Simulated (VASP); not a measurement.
# HfGe (P-6m2) in VASP: settings compared

HfGe is run at these levels: PBE-based screened hybrid with 25 % exact exchange, PBEsol-based global hybrid with 25 % exact exchange; tasks: single point.

All numbers are computed with VASP 6.6.1; they aren't measurements. Logs are shortened: lines on timing, memory, paths and dates and some standing lists are left out, and cuts for length are marked.

## 1. The cell of the first run

Symmetry: P-6m2, No. 187, hexagonal system. Conventional cell: a = 3.934 Å, b = 3.934 Å, c = 3.510 Å, α = 90.00°, β = 90.00°, γ = 120.00°. Within 3.0 Å of Hf (site symmetry -6m2) lie 3 Ge at 2.27 Å. Within 3.0 Å of Ge (site symmetry -6m2) lie 3 Hf at 2.27 Å.

## 2. Single point, PBE-based screened hybrid with 25 % exact exchange

POSCAR

```
HfGe
1.0
    3.9335093900      0.0000000000      0.0000000000
   -1.9667546900      3.4065190500      0.0000000000
    0.0000000000      0.0000000000      3.5096193900
Hf Ge
1 1
Direct
    0.0000000000      0.0000000000      0.5000000000
    0.3333333300      0.6666666700      0.5000000000
```

INCAR.step1

```
SYSTEM = HfGe
PREC = Accurate
ENCUT = 520
EDIFF = 1E-5
ISMEAR = -1
SIGMA = 0.05
LREAL = .FALSE.
LASPH = .TRUE.
NELM = 100
ALGO = Normal
ISIF = 2
LWAVE = .TRUE.
NBANDS = 19
GGA = PE
```

INCAR.step2

```
SYSTEM = HfGe
PREC = Accurate
ENCUT = 520
EDIFF = 1E-6
ISMEAR = -1
SIGMA = 0.05
LREAL = .FALSE.
LASPH = .TRUE.
NELM = 100
ALGO = Normal
ISIF = 2
LWAVE = .FALSE.
LCHARG = .TRUE.
GGA = PE
LHFCALC = .TRUE.
AEXX = 0.25
HFSCREEN = 0.3
PRECFOCK = Normal
LELF = .TRUE.
LVHAR = .TRUE.
NBANDS = 19
ISTART = 1
```

KPOINTS

```
regular mesh
0
G
  4 4 4
  0 0 0
```

Potentials or basis: VASP PAW PBE potentials, release 64 (Hf_pv, Ge_d).

The run is started by

```console
> cat potpaw_PBE.64/Hf_pv/POTCAR potpaw_PBE.64/Ge_d/POTCAR > POTCAR
> cp INCAR.step1 INCAR
> mpirun -np 1 vasp_std > vasp.out
> cp INCAR.step2 INCAR
> mpirun -np 1 vasp_std > vasp.out
```

OUTCAR:

```text
SYSTEM = HfGe
   PREC = Accurate
   ENCUT = 520
   EDIFF = 1E-6
   ISMEAR = -1
   LREAL = .FALSE.
   LASPH = .TRUE.
   NELM = 100
   ISIF = 2
   GGA = PE
   LHFCALC = .TRUE.
   AEXX = 0.25
   HFSCREEN = 0.3
   PRECFOCK = Normal
   ISTART = 1

 ion  position               nearest neighbor table
   1  0.000  0.000  0.500-   2 2.27   2 2.27   2 2.27
   2  0.333  0.667  0.500-   1 2.27   1 2.27   1 2.27

  LATTYP: Found a hexagonal cell.
 ALAT       =     3.9335093900
 C/A-ratio  =     0.8922361795

  Lattice vectors:

 A1 = (   3.9335093900,   0.0000000000,   0.0000000000)
 A2 = (  -1.9667546900,   3.4065190500,   0.0000000000)
 A3 = (   0.0000000000,   0.0000000000,   3.5096193900)

Analysis of symmetry for initial positions (statically):
=====================================================================
 Subroutine PRICEL returns:
 Original cell was already a primitive cell.

 Routine SETGRP: Setting up the symmetry group for a
 hexagonal supercell.

 Subroutine GETGRP returns: Found 12 space group operations
 (whereof 12 operations were pure point group operations)
 out of a pool of 24 trial point group operations.

The static configuration has the point symmetry D_3h.

Analysis of symmetry for dynamics (positions and initial velocities):
=====================================================================
 Subroutine PRICEL returns:
 Original cell was already a primitive cell.

 Routine SETGRP: Setting up the symmetry group for a
 hexagonal supercell.

 Subroutine GETGRP returns: Found 12 space group operations
 (whereof 12 operations were pure point group operations)
 out of a pool of 24 trial point group operations.

The dynamic configuration has the point symmetry D_3h.

 Subroutine INISYM returns: Found 12 space group operations
 (whereof 12 operations are pure point group operations),
 and found     1 'primitive' translations

----------------------------------------------------------------------------------------

                                     Primitive cell

  volume of cell :      47.0274

[... 74 lines left out ...]
   NELM   =    100;   NELMIN=  2; NELMDL=  0     # of ELM steps
   EDIFF  = 0.1E-05   stopping-criterion for ELM
   LREAL  =      F    real-space projection
   EDIFFG = 0.1E-04   stopping-criterion for IOM
   NSW    =      0    number of steps for IOM
   IBRION =     -1    ionic relax: 0-MD 1-quasi-New 2-CG
   NFREE  =      0    steps in history (QN), initial steepest desc. (CG)
   ISIF   =      2    stress and relaxation
   ISYM   =      3    0-nonsym 1-usesym 2-fastsym
   POTIM  = 0.5000    time-step for ionic-motion
   TEBEG  =    0.0;   TEEND  =   0.0 temperature during run
   PSTRESS=    0.0 pullay stress
   NELECT =      24.0000    total number of electrons
   NUPDOWN=      -1.0000    fix difference up-down
   EMIN   =  10.00;   EMAX   =-10.00  energy-range for DOS
   EFERMI =   0.00;   METHOD = LEGACY
   ISMEAR =    -1;   SIGMA  =   0.05  broadening in eV -4-tet -1-fermi 0-gaus
   EFERMI_NEDOS =   21; number of points for ismear=-14 and -15
   IALGO  =     38    algorithm
   IMIX   =      1    mixing-type and parameters
     AMIX     =   0.40;   BMIX     =  1.00
     AMIX_MAG =   1.60;   BMIX_MAG =  1.00
  volume/ion in A,a.u.               =      23.51       158.68
  Fermi-wavevector in a.u.,A,eV,Ry     =   1.308263  2.472258 23.287063  1.711551
  Thomas-Fermi vector in A             =   2.438941
   LORBIT       =      0    0 simple, 1 ext, 2 COOP (PROOUT), +10 PAW based schemes
   GGA     = PE    functional components
   LHFCALC =     T    Hartree Fock is set to
   PRECFOCK=normal    Normal, Fast or Accurate (Low or Medium for compatibility)
   ENCUT4O =  -1.0   cutoff for four orbital integrals eV
   NKREDX  =     1    reduce k-point grid by
   NKREDY  =     1    reduce k-point grid by
   NKREDZ  =     1    reduce k-point grid by
   AEXX    =    0.2500 exact exchange contribution
   HFSCREEN=    0.3000 screening length (either q_TF or 0.3 A-1)
   HFSCREENC=   0.3000 screening length for correlation (either q_TF or 0.3 A-1)
   ENCUTFOCK=  -1.0 apply spherical cutoff to Coloumb kernel
   IVDW    =     0    specifies the selected vdW correction
   LEPSILON=     F    determine dielectric tensor
   LRPA    =     F    only Hartree local field effects (RPA)
 non-spin polarized calculation
  energy-cutoff  :      520.00
  volume of cell :       47.03
 maximum number of plane-waves:      1291
 NGX is ok and might be reduce to    30
  NGX = 24; NGY = 24; NGZ = 20

 number of electron      23.9999994 magnetization

 Free energy of the ion-electron system (eV)
  ---------------------------------------------------
  ext. energy  EPLUGINS =         0.00000000
  ---------------------------------------------------
  free energy    TOTEN  =       -12.04087348 eV

  energy without entropy =      -12.03016253  energy(sigma->0) =      -12.03551800

 E-fermi :   3.9947     XC(G=0):  -8.6261

 val. band max:        3.9691574789   @ k =   0.2500   0.2500   0.5000
 cond. band min:       4.3349171020   @ k =   0.5000   0.0000   0.5000
 fundamental gap:      0.3657596232
 Fermi energy:         3.9947298586

 k-point     1 :       0.0000    0.0000    0.0000
  band No.  band energies     occupation
      1     -29.1267      2.00000
      2     -29.1267      2.00000
      3     -28.8835      2.00000
      4     -22.9836      2.00000
      5     -22.9323      2.00000
      6     -22.9323      2.00000
[... 241 lines left out ...]
      6     -22.9220      2.00000
[... 11 lines left out ...]
     18      10.1172      0.00000
     19      13.3962      0.00000

------------------------ aborting loop because EDIFF is reached ----------------------------------------

  FORCE on cell =-STRESS in cart. coord.  units (eV):
  Direction    XX          YY          ZZ          XY          YZ          ZX
  --------------------------------------------------------------------------------------
  -------------------------------------------------------------------------------------
  Total       18.3355750     18.3355749     -3.9381916      0.0000000     -0.0000000      0.0000000
  in kB      624.6749383    624.6749355   -134.1703001      0.0000009     -0.0000000      0.0000000
  external PRESSURE =     371.7265246 kB  Pullay stress =       0.0000000 kB

 VOLUME and BASIS-vectors are now :
 -----------------------------------------------------------------------------
  energy-cutoff  :      520.00
  volume of cell :       47.03
      direct lattice vectors                 reciprocal lattice vectors
     3.933509390  0.000000000  0.000000000     0.254225909  0.146777397  0.000000000
    -1.966754690  3.406519050  0.000000000     0.000000000  0.293554795  0.000000000
     0.000000000  0.000000000  3.509619390     0.000000000  0.000000000  0.284931182

 POSITION                                       TOTAL-FORCE (eV/Angst)
 -----------------------------------------------------------------------------------
      0.00000      0.00000      1.75481        -0.000000     -0.000000      0.000000
     -0.00000      2.27101      1.75481         0.000000      0.000000      0.000000
 -----------------------------------------------------------------------------------
    total drift:                                0.000013     -0.000018      0.000000

  FREE ENERGIE OF THE ION-ELECTRON SYSTEM (eV)
  ---------------------------------------------------
  free  energy   TOTEN  =       -12.0408734782 eV

  energy  without entropy=      -12.0301625270  energy(sigma->0) =      -12.03551800
```

OUTCAR.step1:

```text
SYSTEM = HfGe
   PREC = Accurate
   ENCUT = 520
   EDIFF = 1E-5
   ISMEAR = -1
   LREAL = .FALSE.
[... 472 lines left out ...]
      0.00000      0.00000      1.75481        -0.000000     -0.000000      0.000000
     -0.00000      2.27101      1.75481         0.000000      0.000000      0.000000
 -----------------------------------------------------------------------------------
    total drift:                                0.000013     -0.000007     -0.000000

  FREE ENERGIE OF THE ION-ELECTRON SYSTEM (eV)
  ---------------------------------------------------
  free  energy   TOTEN  =       -10.4617812483 eV

  energy  without entropy=      -10.4425836792  energy(sigma->0) =      -10.45218246
```

Wall time 15 min (1 thread of Intel Xeon Platinum 8259CL at 2.50GHz (Skylake/Cascade Lake), shared host); peak memory 0.28 GiB.

Results:

* Free energy: -12.0409 eV
* Pressure: 37.2 GPa
* Band gap on the k mesh: zero (bands 12 and 13 overlap by 0.37 eV)

Stress tensor (GPa, compression positive):
```
 62.47   0.00   0.00
  0.00  62.47   0.00
  0.00   0.00 -13.42
```

Levels at points of the mesh, in eV from the Fermi level:
```tsv
k point	band 9	band 10	band 11	band 12	band 13	band 14	band 15	band 16
(0.00, 0.00, 0.00)	-11.33	-3.10	-3.10	-1.59	2.77	3.57	3.57	5.44
(0.50, 0.00, 0.00)	-9.36	-4.34	-0.97	-0.35	0.34	1.63	3.21	3.65
(0.00, 0.00, 0.50)	-10.09	-3.72	-2.62	-2.62	1.69	1.69	5.33	7.27
(0.50, 0.00, 0.50)	-8.26	-3.76	-2.83	0.34	0.94	1.26	2.20	4.64
```

Caveat: the k points lie up to 0.46 Å⁻¹ apart; the PAW data sets were made with another functional, which shifts forces and pressure a little; spin-orbit coupling is left out, which moves the levels of the heavy elements.

## 3. Single point, PBEsol-based global hybrid with 25 % exact exchange

This run uses another cell than the first one, of 27.51 Å³/atom.

POSCAR

```
HfGe
1.0
    4.5144027002     -0.0000000033      0.0000000000
   -2.2572013472      3.9095874229      0.0000000000
    0.0000000000      0.0000000000      3.1174630814
Hf Ge
1 1
Direct
    0.0000000000      0.0000000000      0.5000000000
    0.3333333333      0.6666666667      0.5000000000
```

INCAR.step1

```
PREC = Accurate
ENCUT = 520
EDIFF = 1E-5
ISMEAR = -1
SIGMA = 0.05
LREAL = F
LASPH = T
NELM = 100
ALGO = Normal
ISIF = 2
LWAVE = T
LCHARG = F
NBANDS = 19
GGA = PE
```

INCAR.step2

```
PREC = Accurate
ENCUT = 520
EDIFF = 1E-7
ISMEAR = -1
SIGMA = 0.05
LREAL = F
LASPH = T
NELM = 100
ALGO = Normal
ISIF = 2
LWAVE = F
LCHARG = F
GGA = PS
LHFCALC = T
AEXX = 0.25
PRECFOCK = Normal
NBANDS = 19
ISTART = 1
```

KPOINTS

```
regular mesh
0
Gamma
  4 4 4
```

Potentials or basis: VASP PAW PBE potentials, release 64 (Hf_pv, Ge_d).

The run is started by

```console
> cat potpaw_PBE.64/Hf_pv/POTCAR potpaw_PBE.64/Ge_d/POTCAR > POTCAR
> cp INCAR.step1 INCAR
> mpirun -np 1 vasp_std > vasp.out
> cp INCAR.step2 INCAR
> mpirun -np 1 vasp_std > vasp.out
```

OUTCAR:

```text
PREC = Accurate
   ENCUT = 520
   EDIFF = 1E-7
   ISMEAR = -1
   LREAL = F
   LASPH = T
   NELM = 100
   ISIF = 2
   GGA = PS
   LHFCALC = T
   AEXX = 0.25
   PRECFOCK = Normal
   ISTART = 1

 ion  position               nearest neighbor table
   1  0.000  0.000  0.500-   2 2.61   2 2.61   2 2.61
   2  0.333  0.667  0.500-   1 2.61   1 2.61   1 2.61

  LATTYP: Found a hexagonal cell.
 ALAT       =     4.5144027002
 C/A-ratio  =     0.6905593693

  Lattice vectors:

 A1 = (   4.5144027002,  -0.0000000033,   0.0000000000)
 A2 = (  -2.2572013472,   3.9095874229,   0.0000000000)
 A3 = (   0.0000000000,   0.0000000000,   3.1174630814)

Analysis of symmetry for initial positions (statically):
=====================================================================
 Subroutine PRICEL returns:
 Original cell was already a primitive cell.

 Routine SETGRP: Setting up the symmetry group for a
 hexagonal supercell.

 Subroutine GETGRP returns: Found 12 space group operations
 (whereof 12 operations were pure point group operations)
 out of a pool of 24 trial point group operations.

The static configuration has the point symmetry D_3h.

Analysis of symmetry for dynamics (positions and initial velocities):
=====================================================================
 Subroutine PRICEL returns:
 Original cell was already a primitive cell.

 Routine SETGRP: Setting up the symmetry group for a
 hexagonal supercell.

 Subroutine GETGRP returns: Found 12 space group operations
 (whereof 12 operations were pure point group operations)
 out of a pool of 24 trial point group operations.

The dynamic configuration has the point symmetry D_3h.
[... 103 lines left out ...]
   IALGO  =     38    algorithm
   IMIX   =      1    mixing-type and parameters
     AMIX     =   0.40;   BMIX     =  1.00
     AMIX_MAG =   1.60;   BMIX_MAG =  1.00
  volume/ion in A,a.u.               =      27.51       185.65
  Fermi-wavevector in a.u.,A,eV,Ry     =   1.241560  2.346208 20.972991  1.541471
  Thomas-Fermi vector in A             =   2.375953
   LORBIT       =      0    0 simple, 1 ext, 2 COOP (PROOUT), +10 PAW based schemes
   GGA     = PS    functional components
   LHFCALC =     T    Hartree Fock is set to
   PRECFOCK=normal    Normal, Fast or Accurate (Low or Medium for compatibility)
   ENCUT4O =  -1.0   cutoff for four orbital integrals eV
   NKREDX  =     1    reduce k-point grid by
   NKREDY  =     1    reduce k-point grid by
   NKREDZ  =     1    reduce k-point grid by
   AEXX    =    0.2500 exact exchange contribution
   HFSCREEN=    0.0000 screening length (either q_TF or 0.3 A-1)
   HFSCREENC=   0.0000 screening length for correlation (either q_TF or 0.3 A-1)
   ENCUTFOCK=  -1.0 apply spherical cutoff to Coloumb kernel
   IVDW    =     0    specifies the selected vdW correction
   LEPSILON=     F    determine dielectric tensor
   LRPA    =     F    only Hartree local field effects (RPA)
 non-spin polarized calculation
  energy-cutoff  :      520.00
  volume of cell :       55.02
 maximum number of plane-waves:      1524
 NGX is ok and might be reduce to    36
  NGX = 28; NGY = 28; NGZ = 18

 number of electron      24.0000013 magnetization

 Free energy of the ion-electron system (eV)
  ---------------------------------------------------
  ext. energy  EPLUGINS =         0.00000000
  ---------------------------------------------------
  free energy    TOTEN  =       -17.19957746 eV

  energy without entropy =      -17.19941907  energy(sigma->0) =      -17.19949827

 E-fermi :   2.9905     XC(G=0):  -7.7256

 val. band max:        2.6856257269   @ k =   0.5000  -0.0000   0.5000
 cond. band min:       3.3320170776   @ k =   0.2500   0.2500   0.5000
 fundamental gap:      0.6463913507
 Fermi energy:         2.9905199464

 k-point     1 :       0.0000    0.0000    0.0000
  band No.  band energies     occupation
      1     -31.0222      2.00000
      2     -31.0222      2.00000
      3     -30.6678      2.00000
      4     -24.4545      2.00000
      5     -24.3678      2.00000
      6     -24.3678      2.00000
[... 241 lines left out ...]
      6     -24.3873      2.00000
[... 11 lines left out ...]
     18      10.9489      0.00000
     19      11.6139      0.00000

------------------------ aborting loop because EDIFF is reached ----------------------------------------

  FORCE on cell =-STRESS in cart. coord.  units (eV):
  Direction    XX          YY          ZZ          XY          YZ          ZX
  --------------------------------------------------------------------------------------
  -------------------------------------------------------------------------------------
  Total       -0.2817922     -0.2817922     -1.2076198     -0.0000000     -0.0000000      0.0000000
  in kB       -8.2055357     -8.2055357    -35.1648099     -0.0000000     -0.0000000      0.0000000
  external PRESSURE =     -17.1919604 kB  Pullay stress =       0.0000000 kB

 VOLUME and BASIS-vectors are now :
 -----------------------------------------------------------------------------
  energy-cutoff  :      520.00
  volume of cell :       55.02
      direct lattice vectors                 reciprocal lattice vectors
     4.514402700 -0.000000003  0.000000000     0.221513247  0.127890733  0.000000000
    -2.257201347  3.909587423  0.000000000     0.000000000  0.255781465  0.000000000
     0.000000000  0.000000000  3.117463081     0.000000000  0.000000000  0.320773646

 POSITION                                       TOTAL-FORCE (eV/Angst)
 -----------------------------------------------------------------------------------
      0.00000      0.00000      1.55873         0.000000     -0.000000      0.000000
      0.00000      2.60639      1.55873        -0.000000      0.000000      0.000000
 -----------------------------------------------------------------------------------
    total drift:                                0.000003      0.000017      0.000001

  FREE ENERGIE OF THE ION-ELECTRON SYSTEM (eV)
  ---------------------------------------------------
  free  energy   TOTEN  =       -17.1995774637 eV

  energy  without entropy=      -17.1994190727  energy(sigma->0) =      -17.19949827
```

OUTCAR.step1:

```text
PREC = Accurate
   ENCUT = 520
   EDIFF = 1E-5
   ISMEAR = -1
   LREAL = F
[... 472 lines left out ...]
      0.00000      0.00000      1.55873         0.000000     -0.000000      0.000000
      0.00000      2.60639      1.55873        -0.000000      0.000000      0.000000
 -----------------------------------------------------------------------------------
    total drift:                               -0.000000      0.000000     -0.000000

  FREE ENERGIE OF THE ION-ELECTRON SYSTEM (eV)
  ---------------------------------------------------
  free  energy   TOTEN  =       -13.1074965190 eV

  energy  without entropy=      -13.1014231752  energy(sigma->0) =      -13.10445985
```

OSZICAR.step1:

```text
N       E                     dE             d eps       ncg     rms          rms(c)
DAV:   1     0.165080775611E+03    0.16508E+03   -0.12783E+04   491   0.250E+03
DAV:   2     0.582500115273E+01   -0.15926E+03   -0.15552E+03   480   0.555E+02
DAV:   3    -0.133975598844E+02   -0.19223E+02   -0.19020E+02   568   0.111E+02
DAV:   4    -0.140655762151E+02   -0.66802E+00   -0.66746E+00   538   0.224E+01
DAV:   5    -0.140776353136E+02   -0.12059E-01   -0.12059E-01   548   0.365E+00    0.347E+01
DAV:   6    -0.131338830068E+02    0.94375E+00   -0.36719E+00   700   0.104E+01    0.225E+01
DAV:   7    -0.131080341632E+02    0.25849E-01   -0.21987E-01   553   0.550E+00    0.700E+00
DAV:   8    -0.131079720068E+02    0.62156E-04   -0.10426E-02   558   0.812E-01    0.363E-01
DAV:   9    -0.131074590696E+02    0.51294E-03   -0.37605E-03   609   0.868E-01    0.116E-01
DAV:  10    -0.131074982045E+02   -0.39135E-04   -0.18091E-04   557   0.104E-01    0.595E-02
DAV:  11    -0.131074965190E+02    0.16855E-05   -0.57050E-05   606   0.861E-02
   1 F= -.13107497E+02 E0= -.13104460E+02  d E =-.607334E-02
```

It took 21 min on 1 thread of Intel Xeon Platinum 8259CL at 2.50GHz (Skylake/Cascade Lake), shared host; peak memory 0.19 GiB.

What came out:

```
Free energy            : -17.1996 eV
Pressure               : -1.7 GPa
Band gap on the k mesh : 0.65 eV (least direct gap 0.81 eV)
```

Stress tensor (GPa, compression positive):
```
-0.82  0.00  0.00
 0.00 -0.82  0.00
 0.00  0.00 -3.52
```

Caveat: the k points lie up to 0.50 Å⁻¹ apart; the PAW data sets were made with another functional, which shifts forces and pressure a little; spin-orbit coupling is left out, which moves the levels of the heavy elements. A k mesh can miss the band edges.

The gap in the log of VASP goes by the Fermi energy; the results here count the filled bands.